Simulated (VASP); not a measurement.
Write the native input for VASP 6.6.1 that does the following.

```
Task                   : single point
Functional             : r2SCAN
Potentials or basis    : VASP PAW PBE potentials, release 64 (Au)
Cutoff                 : 520 eV
k mesh                 : 20 × 20 × 20
Occupations            : gaussian, width 0.15 eV
Spin                   : no spin polarisation
Dipole correction      : no
Further INCAR settings : ALGO = Normal; EDIFF = 1e-07; NBANDS = 12
```

Crystal: Au.

```
Au
1.0
     0.00000    2.04550    2.04550
     2.04550    0.00000    2.04550
     2.04550    2.04550    0.00000
Au
1
Direct
  0.00000 0.00000 0.00000
```

These files were run (other wordings do the same):

POSCAR

```
Au
1.0
    0.0000000000      2.0455000000      2.0455000000
    2.0455000000      0.0000000000      2.0455000000
    2.0455000000      2.0455000000      0.0000000000
Au
1
Direct
    0.0000000000      0.0000000000      0.0000000000
```

INCAR.step1

```
SYSTEM = Au
PREC     = Accurate       ! precision mode
ENCUT    = 520            ! plane-wave cutoff, eV
ISMEAR   = 0              ! smearing method
SIGMA    = 0.15           ! smearing width, eV
LREAL    = .FALSE.        ! projectors in reciprocal space
LASPH    = .TRUE.         ! aspherical terms in the spheres
NELM     = 80             ! most SCF steps
NBANDS   = 12             ! bands
GGA      = PE             ! functional
ALGO     = Normal         ! electronic algorithm
EDIFF    = 1E-4           ! SCF threshold, eV
LWAVE    = .TRUE.         ! write WAVECAR
LCHARG   = .FALSE.        ! write CHGCAR
```

INCAR.step2

```
SYSTEM = Au
PREC     = Accurate       ! precision mode
ENCUT    = 520            ! plane-wave cutoff, eV
EDIFF    = 1E-7           ! SCF threshold, eV
ISMEAR   = 0              ! smearing method
SIGMA    = 0.15           ! smearing width, eV
LREAL    = .FALSE.        ! projectors in reciprocal space
LASPH    = .TRUE.         ! aspherical terms in the spheres
NELM     = 80             ! most SCF steps
ALGO     = Normal         ! electronic algorithm
ISIF     = 2              ! what is computed and relaxed
LWAVE    = .FALSE.        ! write WAVECAR
LCHARG   = .FALSE.        ! write CHGCAR
METAGGA  = R2SCAN         ! meta-GGA
LMIXTAU  = .TRUE.       
NBANDS   = 12             ! bands
ISTART   = 1
```

KPOINTS

```
Automatic mesh
0
G
  20 20 20
  0 0 0
```

Potentials or basis: VASP PAW PBE potentials, release 64 (Au).

The run is started by

```console
$ cat potpaw_PBE.64/Au/POTCAR > POTCAR
$ cp INCAR.step1 INCAR
$ mpirun -np 1 vasp_std > vasp.out
$ cp INCAR.step2 INCAR
$ mpirun -np 1 vasp_std > vasp.out
```

It gave:

| Quantity | Value |
| --- | --- |
| Pressure | 4.4 GPa |

Caveat: the PAW data sets were made with another functional, which shifts forces and pressure a little.

Run time: 100 s on 1 thread of Intel(R) Xeon(R) Platinum 8375C CPU @ 2.90GHz (Ice Lake) (shared host), peak memory 0.18 GiB.
